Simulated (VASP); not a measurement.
# In (I4/mmm) in VASP: notebook

Runs on In. Level: PBE. Tasks: single point.

Program: VASP 6.6.1. These are calculated values, not measurements. Logs are shortened: lines on timing, memory, paths and dates and some standing lists are left out, and cuts for length are marked.

### Step 1. The cell of the first run

The structure is tetragonal, space group I4/mmm (No. 139). Conventional cell: a = 3.294 Å, b = 3.294 Å, c = 5.013 Å, α = 90.00°, β = 90.00°, γ = 90.00°. Within 4.3 Å of In (site symmetry 4/mmm) lie 12 In at 3.29 to 3.42 Å.

### Step 2. Single point, PBE

Contents of INCAR:

```
ALGO = Normal
EDIFF = 1E-6
ENCUT = 520
GGA = PE
ISIF = 2
ISMEAR = -1
LASPH = True
LCHARG = False
LREAL = False
LWAVE = False
NBANDS = 12
NELM = 80
PREC = Accurate
SIGMA = 0.1
```

Contents of KPOINTS:

```
k-points
0
Gamma
  10 10 10
```

Contents of POSCAR:

```
In
1.0
   -1.6468602161      1.6468602161      2.5062524172
    1.6468602161     -1.6468602161      2.5062524172
    1.6468602161      1.6468602161     -2.5062524172
In
1
Direct
    0.0000000000      0.0000000000      0.0000000000
```

Potentials or basis: VASP PAW PBE potentials, release 64 (In_d).

On the command line:

```bash
cat potpaw_PBE.64/In_d/POTCAR > POTCAR
mpirun -np 1 vasp_std > vasp.out
```

OUTCAR:

```text
EDIFF = 1E-6
   ENCUT = 520
   GGA = PE
   ISIF = 2
   ISMEAR = -1
   LASPH = True
   LREAL = False
   NELM = 80
   PREC = Accurate

 ion  position               nearest neighbor table
   1  0.000  0.000  0.000-

  LATTYP: Found a body centered tetragonal cell.
 ALAT       =     3.2937204322
 C/A-ratio  =     1.5218367611

  Lattice vectors:

 A1 = (  -1.6468602161,   1.6468602161,   2.5062524172)
 A2 = (   1.6468602161,  -1.6468602161,   2.5062524172)
 A3 = (   1.6468602161,   1.6468602161,  -2.5062524172)

Analysis of symmetry for initial positions (statically):
=====================================================================
 Subroutine PRICEL returns:
 Original cell was already a primitive cell.

 Routine SETGRP: Setting up the symmetry group for a
 body centered tetragonal supercell.

 Subroutine GETGRP returns: Found 16 space group operations
 (whereof 16 operations were pure point group operations)
 out of a pool of 16 trial point group operations.

The static configuration has the point symmetry D_4h.

Analysis of symmetry for dynamics (positions and initial velocities):
=====================================================================
 Subroutine PRICEL returns:
 Original cell was already a primitive cell.

 Routine SETGRP: Setting up the symmetry group for a
 body centered tetragonal supercell.

 Subroutine GETGRP returns: Found 16 space group operations
 (whereof 16 operations were pure point group operations)
 out of a pool of 16 trial point group operations.

The dynamic configuration has the point symmetry D_4h.

 Subroutine INISYM returns: Found 16 space group operations
 (whereof 16 operations are pure point group operations),
 and found     1 'primitive' translations

----------------------------------------------------------------------------------------

                                     Primitive cell

  volume of cell :      27.1893

  direct lattice vectors                    reciprocal lattice vectors
    -1.646860216  1.646860216  2.506252417     0.000000000  0.303608039  0.199501054
     1.646860216 -1.646860216  2.506252417     0.303608039  0.000000000  0.199501054
     1.646860216  1.646860216 -2.506252417     0.303608039  0.303608039  0.000000000

  length of vectors
     3.421344520  3.421344520  3.421344520     0.363288469  0.363288469  0.429366606

  position of ions in fractional coordinates (direct lattice)
     0.000000000  0.000000000  0.000000000

  ion indices of the primitive-cell ions
   primitive index   ion index
                 1           1

[... 83 lines left out ...]
   NUPDOWN=      -1.0000    fix difference up-down
   EMIN   =  10.00;   EMAX   =-10.00  energy-range for DOS
   EFERMI =   0.00;   METHOD = LEGACY
   ISMEAR =    -1;   SIGMA  =   0.10  broadening in eV -4-tet -1-fermi 0-gaus
   EFERMI_NEDOS =   21; number of points for ismear=-14 and -15
   IALGO  =     38    algorithm
   IMIX   =      4    mixing-type and parameters
     AMIX     =   0.40;   BMIX     =  1.00
     AMIX_MAG =   1.60;   BMIX_MAG =  1.00
  volume/ion in A,a.u.               =      27.19       183.48
  Fermi-wavevector in a.u.,A,eV,Ry     =   1.280137  2.419109 22.296565  1.638751
  Thomas-Fermi vector in A             =   2.412582
   LORBIT       =      0    0 simple, 1 ext, 2 COOP (PROOUT), +10 PAW based schemes
   GGA     = PE    functional components
   LHFCALC =     F    Hartree Fock is set to
   AEXX    =    0.0000 exact exchange contribution
   IVDW    =     0    specifies the selected vdW correction
   LEPSILON=     F    determine dielectric tensor
   LRPA    =     F    only Hartree local field effects (RPA)
 non-spin polarized calculation
  energy-cutoff  :      520.00
  volume of cell :       27.19
 maximum number of plane-waves:       752
 NGX is ok and might be reduce to    28
   NGX = 13   NGY = 13   NGZ = 13

 number of electron      12.9999998 magnetization

 Free energy of the ion-electron system (eV)
  ---------------------------------------------------
  ext. energy  EPLUGINS =         0.00000000
  ---------------------------------------------------
  free energy    TOTEN  =        -2.57129926 eV

  energy without entropy =       -2.55703157  energy(sigma->0) =       -2.56416542

 E-fermi :   7.0580     XC(G=0): -10.0713

 val. band max:        7.0547374265   @ k =  -0.1000  -0.4000   0.1000
 cond. band min:       7.1066394278   @ k =   0.5000   0.3000  -0.0000
 fundamental gap:      0.0519020012
 Fermi energy:         7.0579638623

 k-point     1 :       0.0000    0.0000    0.0000
  band No.  band energies     occupation
      1      -7.5662      2.00000
      2      -7.4752      2.00000
      3      -7.4752      2.00000
      4      -7.4046      2.00000
      5      -7.3047      2.00000
      6      -2.1896      2.00000
      7      17.2913      0.00000
      8      17.2913      0.00000
      9      17.4401      0.00000
     10      18.5871      0.00000
     11      20.7161      0.00000
     12      20.8640      0.00000
[... 331 lines left out ...]
 k-point    24 :       0.4000    0.3000    0.0000
  band No.  band energies     occupation
      1      -7.5820      2.00000
      2      -7.4570      2.00000
      3      -7.3330      2.00000
      4      -7.3258      2.00000
      5      -7.2211      2.00000
      6       4.2979      2.00000
      7       5.7912      1.99999
      8       8.4491      0.00000
      9      12.1417      0.00000
     10      15.1146      0.00000
     11      21.5654      0.00000
     12      23.1569      0.00000

 [... further k-points ...]

------------------------ aborting loop because EDIFF is reached ----------------------------------------

  FORCE on cell =-STRESS in cart. coord.  units (eV):
  Direction    XX          YY          ZZ          XY          YZ          ZX
  --------------------------------------------------------------------------------------
  -------------------------------------------------------------------------------------
  Total        0.1707744      0.1707744     -0.1659353      0.0000000     -0.0000000      0.0000000
  in kB       10.0631778     10.0631778     -9.7780258      0.0000000     -0.0000000      0.0000000
  external PRESSURE =       3.4494433 kB  Pullay stress =       0.0000000 kB

 VOLUME and BASIS-vectors are now :
 -----------------------------------------------------------------------------
  energy-cutoff  :      520.00
  volume of cell :       27.19
      direct lattice vectors                 reciprocal lattice vectors
    -1.646860216  1.646860216  2.506252417     0.000000000  0.303608039  0.199501054
     1.646860216 -1.646860216  2.506252417     0.303608039  0.000000000  0.199501054
     1.646860216  1.646860216 -2.506252417     0.303608039  0.303608039  0.000000000

 POSITION                                       TOTAL-FORCE (eV/Angst)
 -----------------------------------------------------------------------------------
      0.00000      0.00000      0.00000         0.000000      0.000000     -0.000000
 -----------------------------------------------------------------------------------
    total drift:                               -0.000000     -0.000000     -0.000000

  FREE ENERGIE OF THE ION-ELECTRON SYSTEM (eV)
  ---------------------------------------------------
  free  energy   TOTEN  =        -2.5712992607 eV

  energy  without entropy=       -2.5570315729  energy(sigma->0) =       -2.56416542
```

OSZICAR:

```text
N       E                     dE             d eps       ncg     rms          rms(c)
DAV:   1     0.771219370046E+02    0.77122E+02   -0.62630E+03  2476   0.133E+03
DAV:   2     0.117968616644E+01   -0.75942E+02   -0.74080E+02  2532   0.287E+02
DAV:   3    -0.250924729047E+01   -0.36889E+01   -0.36777E+01  2924   0.635E+01
DAV:   4    -0.259228236883E+01   -0.83035E-01   -0.83010E-01  3128   0.970E+00
DAV:   5    -0.259609760424E+01   -0.38152E-02   -0.38151E-02  3356   0.185E+00    0.212E+00
DAV:   6    -0.257539238736E+01    0.20705E-01   -0.33776E-02  3112   0.368E+00    0.105E+00
DAV:   7    -0.257150123673E+01    0.38912E-02   -0.10861E-02  3240   0.192E+00    0.241E-01
DAV:   8    -0.257129174326E+01    0.20949E-03   -0.86515E-04  3368   0.487E-01    0.306E-02
DAV:   9    -0.257129838722E+01   -0.66440E-05   -0.13740E-05  3456   0.508E-02    0.136E-02
DAV:  10    -0.257129926072E+01   -0.87350E-06   -0.12081E-06  2708   0.112E-02
   1 F= -.25712993E+01 E0= -.25641654E+01  d E =-.142677E-01
```

stdout:

```text
POSCAR found type information on POSCAR In
 POSCAR found :  1 types and       1 ions
 scaLAPACK will be used
 LDA part: xc-table for (Slater+PW92), standard interpolation
 POSCAR, INCAR and KPOINTS ok, starting setup
 FFT: planning ... GRIDC
 FFT: planning ... GRID_SOFT
 FFT: planning ... GRID
 WAVECAR not read
 entering main loop
```

Wall time 48 s (1 thread of Intel Xeon 8259CL, shared host); peak memory 0.17 GiB.

Results:

```
Free energy : -2.5713 eV
Pressure    : 0.3 GPa
```

Caveat: spin-orbit coupling is left out, which moves the levels of the heavy elements.

### Step 3. Single point, PBE

This run uses another cell than the first one, of 27.97 Å³/atom, 1.029 times its volume.

Contents of INCAR:

```
SYSTEM = In
  PREC = Accurate
  ENCUT = 520
  EDIFF = 1E-6
  ISMEAR = -1
  SIGMA = 0.1
  LREAL = .FALSE.
  LASPH = .TRUE.
  NELM = 80
  ALGO = Normal
  ISIF = 2
  LWAVE = .FALSE.
  LCHARG = .FALSE.
  GGA = PE
  NBANDS = 12
```

Contents of KPOINTS:

```
regular mesh
0
G
  10 10 10
  0 0 0
```

Contents of POSCAR:

```
In
1.0
   -1.6625455432      1.6625455432      2.5301229245
    1.6625455432     -1.6625455432      2.5301229245
    1.6625455432      1.6625455432     -2.5301229245
In
1
Direct
    0.0000000000      0.0000000000      0.0000000000
```

Potentials or basis: VASP PAW PBE potentials, release 64 (In_d).

On the command line:

```bash
cat potpaw_PBE.64/In_d/POTCAR > POTCAR
mpirun -np 1 vasp_std > vasp.out
```

It took 46 s on 1 thread of Intel Xeon 8259CL, shared host; peak memory 0.18 GiB.

It converged, with:

```yaml
Free_energy: -2.5709 eV
Pressure: -0.6 GPa
```

Stress tensor (GPa, compression positive):
```
-0.04  0.00  0.00
 0.00 -0.04  0.00
 0.00  0.00 -1.84
```

Levels at points of the mesh, in eV from the Fermi level:
```csv
k point,band 4,band 5,band 6,band 7,band 8,band 9
"(0.00, 0.00, 0.00)",-14.44,-14.35,-9.05,9.99,9.99,10.12
"(0.50, 0.00, 0.00)",-14.28,-14.24,-4.23,-3.05,7.19,8.69
"(0.50, 0.50, 0.00)",-14.26,-14.18,-1.77,-1.72,3.44,3.87
"(0.50, 0.50, 0.50)",-14.24,-14.24,-2.96,-2.39,4.59,4.59
```

Caveat: spin-orbit coupling is left out, which moves the levels of the heavy elements.
